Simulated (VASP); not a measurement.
# AlN (P6_3/mmc) in VASP: further runs

AlN is run at these levels: PBEsol+D3(BJ); tasks: single point.

Everything below comes from runs of VASP 6.6.1. Logs are shortened: lines on timing, memory, paths and dates and some standing lists are left out, and cuts for length are marked.

### Step 1. The cell of the first run

Symmetry: P6_3/mmc, No. 194, hexagonal system. The conventional cell has a = 3.393 Å, b = 3.393 Å, c = 4.290 Å, α = 90.00°, β = 90.00°, γ = 120.00°. Within 2.6 Å of Al (site symmetry -6m2) lie 5 N at 1.96 to 2.14 Å. N (site symmetry -6m2) has 5 Al at 1.96 to 2.14 Å within 2.6 Å.

### Step 2. Single point, PBEsol+D3(BJ)

The input, INCAR:

```
  PREC = Accurate
  ENCUT = 520
  EDIFF = 1E-6
  ISMEAR = 0
  SIGMA = 0.1
  LREAL = F
  LASPH = T
  NELM = 80
  ALGO = Normal
  ISIF = 2
  LWAVE = F
  LCHARG = T
  GGA = PS
  IVDW = 12
  LELF = T
  LVHAR = T
  NBANDS = 16
```

The input, KPOINTS:

```
regular mesh
0
Gamma
  12 12 6
```

The input, POSCAR:

```
AlN
1.0
    3.3929309920      0.0000000000      0.0000000000
   -1.6964654960      2.9383638215      0.0000000000
    0.0000000000      0.0000000000      4.2897387301
Al N
2 2
Direct
    0.3333333333      0.6666666667      0.7500000000
    0.6666666667      0.3333333333      0.2500000000
    0.3333333333      0.6666666667      0.2500000000
    0.6666666667      0.3333333333      0.7500000000
```

Potentials or basis: VASP PAW PBE potentials, release 64 (Al, N).

On the command line:

```sh
$ cat potpaw_PBE.64/Al/POTCAR potpaw_PBE.64/N/POTCAR > POTCAR
$ mpirun -np 1 vasp_std > vasp.out
```

OUTCAR:

```text
PREC = Accurate
   ENCUT = 520
   EDIFF = 1E-6
   ISMEAR = 0
   LREAL = F
   LASPH = T
   NELM = 80
   ISIF = 2
   GGA = PS
   IVDW = 12
 IVDW          = 12

 ion  position               nearest neighbor table
   1  0.333  0.667  0.750-   4 1.96   4 1.96   4 1.96   3 2.14   3 2.14   2 2.90   2 2.90   2 2.90
                             2 2.90   2 2.90   2 2.90
   2  0.667  0.333  0.250-   3 1.96   3 1.96   3 1.96   4 2.14   4 2.14   1 2.90   1 2.90   1 2.90
                             1 2.90   1 2.90   1 2.90
   3  0.333  0.667  0.250-   2 1.96   2 1.96   2 1.96   1 2.14   1 2.14
   4  0.667  0.333  0.750-   1 1.96   1 1.96   1 1.96   2 2.14   2 2.14

  LATTYP: Found a hexagonal cell.
 ALAT       =     3.3929309920
 C/A-ratio  =     1.2643165276

  Lattice vectors:

 A1 = (   3.3929309920,   0.0000000000,   0.0000000000)
 A2 = (  -1.6964654960,   2.9383638215,   0.0000000000)
 A3 = (   0.0000000000,   0.0000000000,   4.2897387301)

Analysis of symmetry for initial positions (statically):
=====================================================================
 Subroutine PRICEL returns:
 Original cell was already a primitive cell.

 Routine SETGRP: Setting up the symmetry group for a
 hexagonal supercell.

 Subroutine GETGRP returns: Found 24 space group operations
 (whereof 12 operations were pure point group operations)
 out of a pool of 24 trial point group operations.

The static configuration has the point symmetry D_3d.
 The point group associated with its full space group is D_6h.

Analysis of symmetry for dynamics (positions and initial velocities):
=====================================================================
 Subroutine PRICEL returns:
 Original cell was already a primitive cell.

 Routine SETGRP: Setting up the symmetry group for a
 hexagonal supercell.

 Subroutine GETGRP returns: Found 24 space group operations
 (whereof 12 operations were pure point group operations)
 out of a pool of 24 trial point group operations.

The dynamic configuration has the point symmetry D_3d.
 The point group associated with its full space group is D_6h.

 Subroutine INISYM returns: Found 24 space group operations
 (whereof 12 operations are pure point group operations),
 and found     1 'primitive' translations

----------------------------------------------------------------------------------------

                                     Primitive cell

  volume of cell :      42.7673

  direct lattice vectors                    reciprocal lattice vectors
     3.392930992  0.000000000  0.000000000     0.294730427  0.170162727  0.000000000
    -1.696465496  2.938363821  0.000000000     0.000000000  0.340325453  0.000000000
     0.000000000  0.000000000  4.289738730     0.000000000  0.000000000  0.233114430

  length of vectors
     3.392930992  3.392930463  4.289738730     0.340325400  0.340325453  0.233114430

  position of ions in fractional coordinates (direct lattice)
     0.333333333  0.666666667  0.750000000
     0.666666667  0.333333333  0.250000000
     0.333333333  0.666666667  0.250000000
     0.666666667  0.333333333  0.750000000

  ion indices of the primitive-cell ions
   primitive index   ion index
                 1           1
                 2           2
                 3           3
                 4           4

----------------------------------------------------------------------------------------

 KPOINTS: regular mesh

Automatic generation of k-mesh.
 Grid dimensions read from file:
 generate k-points for:   12   12    6

 Generating k-lattice:

  Cartesian coordinates                     Fractional coordinates (reciprocal lattice)
     0.024560869  0.014180227  0.000000000     0.083333333 -0.000000000  0.000000000
     0.000000000  0.028360454  0.000000000     0.000000000  0.083333333  0.000000000
     0.000000000  0.000000000  0.038852405     0.000000000  0.000000000  0.166666667

  Length of vectors
     0.028360450  0.028360454  0.038852405

  Shift w.r.t. Gamma in fractional coordinates (k-lattice)
     0.000000000  0.000000000  0.000000000

 Subroutine IBZKPT returns following result:
 ===========================================

 Found     76 irreducible k-points:

 Following reciprocal coordinates:
            Coordinates               Weight
  0.000000  0.000000  0.000000      1.000000
  0.083333 -0.000000  0.000000      6.000000
  0.166667  0.000000  0.000000      6.000000
  0.250000  0.000000  0.000000      6.000000
  0.333333  0.000000  0.000000      6.000000
  0.416667 -0.000000  0.000000      6.000000
[... 16 lines left out ...]
  0.250000  0.000000  0.166667     12.000000
  0.333333  0.000000  0.166667     12.000000
 [... further k-points ...]
   k-points           NKPTS =     76   k-points in BZ     NKDIM =     76   number of bands    NBANDS=     16
   number of dos      NEDOS =    301   number of ions     NIONS =      4
   total plane-waves  NPLWV =  25088
   dimension x,y,z NGX =    28 NGY =   28 NGZ =   32
   dimension x,y,z NGXF=    56 NGYF=   56 NGZF=   64
   ions per type =               2   2
   NGX,Y,Z   is equivalent  to a cutoff of  13.72, 13.72, 12.40 a.u.
   NGXF,Y,Z  is equivalent  to a cutoff of  27.44, 27.44, 24.80 a.u.
 SYSTEM =  unknown system
   PREC   = accura    normal or accurate (medium, high low for compatibility)
   ISTART =      0    job   : 0-new  1-cont  2-samecut
   ICHARG =      2    charge: 1-file 2-atom 10-const
   ISPIN  =      1    spin polarized calculation?
   LNONCOLLINEAR =      F non collinear calculations
   LSORBIT =      F    spin-orbit coupling
   LASPH  =      T    aspherical Exc in radial PAW
   ENCUT  =  520.0 eV  38.22 Ry    6.18 a.u.   6.31  6.31  7.98*2*pi/ulx,y,z
   NELM   =     80;   NELMIN=  2; NELMDL= -5     # of ELM steps
   EDIFF  = 0.1E-05   stopping-criterion for ELM
   LREAL  =      F    real-space projection
   EDIFFG = 0.1E-04   stopping-criterion for IOM
   NSW    =      0    number of steps for IOM
   IBRION =     -1    ionic relax: 0-MD 1-quasi-New 2-CG
   NFREE  =      0    steps in history (QN), initial steepest desc. (CG)
   ISIF   =      2    stress and relaxation
   ISYM   =      2    0-nonsym 1-usesym 2-fastsym
   POTIM  = 0.5000    time-step for ionic-motion
   TEBEG  =    0.0;   TEEND  =   0.0 temperature during run
   PSTRESS=    0.0 pullay stress
   NELECT =      16.0000    total number of electrons
   NUPDOWN=      -1.0000    fix difference up-down
   EMIN   =  10.00;   EMAX   =-10.00  energy-range for DOS
   EFERMI =   0.00;   METHOD = LEGACY
   ISMEAR =     0;   SIGMA  =   0.10  broadening in eV -4-tet -1-fermi 0-gaus
   EFERMI_NEDOS =   21; number of points for ismear=-14 and -15
   IALGO  =     38    algorithm
   IMIX   =      4    mixing-type and parameters
     AMIX     =   0.40;   BMIX     =  1.00
     AMIX_MAG =   1.60;   BMIX_MAG =  1.00
  volume/ion in A,a.u.               =      10.69        72.15
  Fermi-wavevector in a.u.,A,eV,Ry     =   1.179626  2.229170 18.932746  1.391518
  Thomas-Fermi vector in A             =   2.315933
   LORBIT       =      0    0 simple, 1 ext, 2 COOP (PROOUT), +10 PAW based schemes
   GGA     = PS    functional components
   LHFCALC =     F    Hartree Fock is set to
   AEXX    =    0.0000 exact exchange contribution
   IVDW    =    12    specifies the selected vdW correction
   LEPSILON=     F    determine dielectric tensor
   LRPA    =     F    only Hartree local field effects (RPA)
 non-spin polarized calculation
 Gauss-broadening in eV      SIGMA  =   0.10
  energy-cutoff  :      520.00
  volume of cell :       42.77
 maximum number of plane-waves:      1164
 NGX is ok and might be reduce to    28
   NGX = 13   NGY = 13   NGZ = 15

 number of electron      15.9999998 magnetization

 Free energy of the ion-electron system (eV)
  ---------------------------------------------------
  ext. energy  EPLUGINS =         0.00000000
  ---------------------------------------------------
  free energy    TOTEN  =       -30.74865957 eV

  energy without entropy =      -30.74865957  energy(sigma->0) =      -30.74865957

 E-fermi :   7.4480     XC(G=0): -11.0361

 val. band max:        7.0677740285   @ k =   0.0000   0.0000   0.0000
 cond. band min:       9.7201349347   @ k =   0.0000   0.0000   0.0000
 fundamental gap:      2.6523609062
 Fermi energy:         7.4479981961

 k-point     1 :       0.0000    0.0000    0.0000
  band No.  band energies     occupation
      1      -9.1448      2.00000
      2      -5.8208      2.00000
      3       0.5834      2.00000
      4       3.9891      2.00000
      5       3.9891      2.00000
      6       5.5844      2.00000
[... 8 lines left out ...]
     15      18.1619      0.00000
     16      18.6439      0.00000

 k-point     2 :       0.0833   -0.0000    0.0000
  band No.  band energies     occupation
      1      -9.0712      2.00000
      2      -5.8181      2.00000
      3       0.6648      2.00000
      4       3.6981      2.00000
      5       3.8775      2.00000
      6       5.2671      2.00000
[... 8 lines left out ...]
     15      17.8210      0.00000
     16      18.3028      0.00000

 k-point     3 :       0.1667    0.0000    0.0000
  band No.  band energies     occupation
      1      -8.8556      2.00000
      2      -5.8225      2.00000
      3       0.9053      2.00000
      4       2.9882      2.00000
      5       3.6134      2.00000
      6       4.6090      2.00000
[... 8 lines left out ...]
     15      17.6223      0.00000
     16      18.3473      0.00000

 k-point     4 :       0.2500    0.0000    0.0000
  band No.  band energies     occupation
      1      -8.5165      2.00000
      2      -5.8701      2.00000
      3       1.2918      2.00000
      4       2.1667      2.00000
      5       3.3137      2.00000
      6       3.9339      2.00000
[... 8 lines left out ...]
     15      16.9632      0.00000
     16      18.8707      0.00000

 k-point     5 :       0.3333    0.0000    0.0000
  band No.  band energies     occupation
      1      -8.0915      2.00000
      2      -6.0039      2.00000
      3       1.4697      2.00000
      4       1.7936      2.00000
      5       3.0576      2.00000
      6       3.3736      2.00000
[... 8 lines left out ...]
     15      17.8175      0.00000
     16      19.1245      0.00000

 k-point     6 :       0.4167   -0.0000    0.0000
  band No.  band energies     occupation
      1      -7.6613      2.00000
      2      -6.2248      2.00000
      3       1.0244      2.00000
      4       2.3280      2.00000
      5       2.8895      2.00000
      6       3.0007      2.00000
[... 8 lines left out ...]
     15      18.9914      0.00000
     16      19.3274      0.00000
[... 267 lines left out ...]
 k-point    21 :       0.0833   -0.0000    0.1667
  band No.  band energies     occupation
      1      -8.9152      2.00000
      2      -6.1519      2.00000
      3       1.0473      2.00000
      4       3.8474      2.00000
      5       3.9804      2.00000
      6       5.0060      2.00000
[... 8 lines left out ...]
     15      18.0310      0.00000
     16      18.5385      0.00000

 k-point    22 :       0.1667    0.0000    0.1667
  band No.  band energies     occupation
      1      -8.7043      2.00000
      2      -6.1136      2.00000
      3       1.1004      2.00000
      4       3.2835      2.00000
      5       3.7282      2.00000
      6       4.2463      2.00000
[... 8 lines left out ...]
     15      17.8538      0.00000
     16      18.4366      0.00000

 k-point    23 :       0.2500    0.0000    0.1667
  band No.  band energies     occupation
      1      -8.3738      2.00000
      2      -6.0933      2.00000
      3       1.0543      2.00000
      4       2.7407      2.00000
      5       3.4395      2.00000
      6       3.5686      2.00000
[... 8 lines left out ...]
     15      17.6710      0.00000
     16      18.6850      0.00000

 k-point    24 :       0.3333    0.0000    0.1667
  band No.  band energies     occupation
      1      -7.9629      2.00000
      2      -6.1441      2.00000
      3       0.8088      2.00000
      4       2.3953      2.00000
      5       3.1889      2.00000
      6       3.1912      2.00000
[... 8 lines left out ...]
     15      18.1331      0.00000
     16      18.8968      0.00000

 [... further k-points ...]

------------------------ aborting loop because EDIFF is reached ----------------------------------------

 Edisp (eV)   -0.88346

 E8    (eV) :    -0.5447

  FORCE on cell =-STRESS in cart. coord.  units (eV):
  Direction    XX          YY          ZZ          XY          YZ          ZX
  --------------------------------------------------------------------------------------
  -------------------------------------------------------------------------------------
  Total      -5.36706    -5.36706    -4.88166     0.00000     0.00000    -0.00000
  in kB    -201.06452  -201.06444  -182.88017     0.00000     0.00000    -0.00000
  external pressure =     -195.00 kB  Pullay stress =        0.00 kB

 VOLUME and BASIS-vectors are now :
 -----------------------------------------------------------------------------
  energy-cutoff  :      520.00
  volume of cell :       42.77
      direct lattice vectors                 reciprocal lattice vectors
     3.392930992  0.000000000  0.000000000     0.294730427  0.170162727  0.000000000
    -1.696465496  2.938363821  0.000000000     0.000000000  0.340325453  0.000000000
     0.000000000  0.000000000  4.289738730     0.000000000  0.000000000  0.233114430

 POSITION                                       TOTAL-FORCE (eV/Angst)
 -----------------------------------------------------------------------------------
     -0.00000      1.95891      3.21730         0.000000     -0.000000      0.000000
      1.69647      0.97945      1.07243         0.000000      0.000000      0.000000
     -0.00000      1.95891      1.07243        -0.000000     -0.000000     -0.000000
      1.69647      0.97945      3.21730        -0.000000      0.000000     -0.000000
 -----------------------------------------------------------------------------------
    total drift:                               -0.000000     -0.000000     -0.000000

  FREE ENERGIE OF THE ION-ELECTRON SYSTEM (eV)
  ---------------------------------------------------
  free  energy   TOTEN  =       -31.6321223770 eV

  energy  without entropy=      -31.6321223770  energy(sigma->0) =      -31.63212238
```

It took 42 s on 1 thread of Intel Xeon Platinum 8375C at 2.90GHz (Ice Lake), shared host; peak memory 0.2 GiB.

What came out:

```
Free energy                : -31.6321 eV
Pressure                   : -19.5 GPa
Band gap on the k mesh     : 2.65 eV, direct
Dispersion energy per atom : -0.221 eV
```

Caveat: the PAW data sets were made with another functional, which shifts forces and pressure a little.

[end of part 1 of 2]
